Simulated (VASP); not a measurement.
Runs of VASP 6.6.1 on W. The structure is that of space group Im-3m (No. 229), or close to it. The cells are those of the table. 

```csv
cell,further INCAR settings,gap on the mesh (eV),pressure (GPa)
"a = 2.801, b = 2.732, c = 2.732 Å, angles 108.4, 109.5, 109.5°, 1 atom",ALGO = Fast; EDIFF = 1e-06; NBANDS = 13,none,-2.3
"a = 2.819, b = 2.715, c = 2.715 Å, angles 107.9, 109.5, 109.5°, 1 atom",ALGO = Fast; EDIFF = 1e-07; NBANDS = 13,none,(a)
"a = 2.784, b = 2.749, c = 2.749 Å, angles 109.0, 109.5, 109.5°, 1 atom",ALGO = Fast; EDIFF = 1e-06; NBANDS = 13,none,-2.6
"a = 2.698, b = 2.836, c = 2.836 Å, angles 111.4, 109.5, 109.5°, 1 atom",ALGO = Fast; EDIFF = 1e-06; NBANDS = 13,none,(b)
"a = 2.854, b = 2.681, c = 2.681 Å, angles 106.9, 109.5, 109.5°, 1 atom",ALGO = Fast; EDIFF = 1e-06; NBANDS = 13,none,-0.4
```

Alike in all rows: task single point; level PBE; potentials or basis VASP PAW PBE potentials, release 64 (W_sv); no spin polarisation; k mesh 20 × 20 × 20; cutoff (eV) 520; smearing gaussian 0.15 eV.

Task: Estimate the missing entries.

Result: (a) -1.8; (b) -1.2.

Caveats: spin-orbit coupling is left out, which moves the levels of the heavy elements.

A k mesh can miss the band edges, and the runs leave out spin-orbit coupling on W.

A gap of «none» marks levels without a gap at the run's occupations.
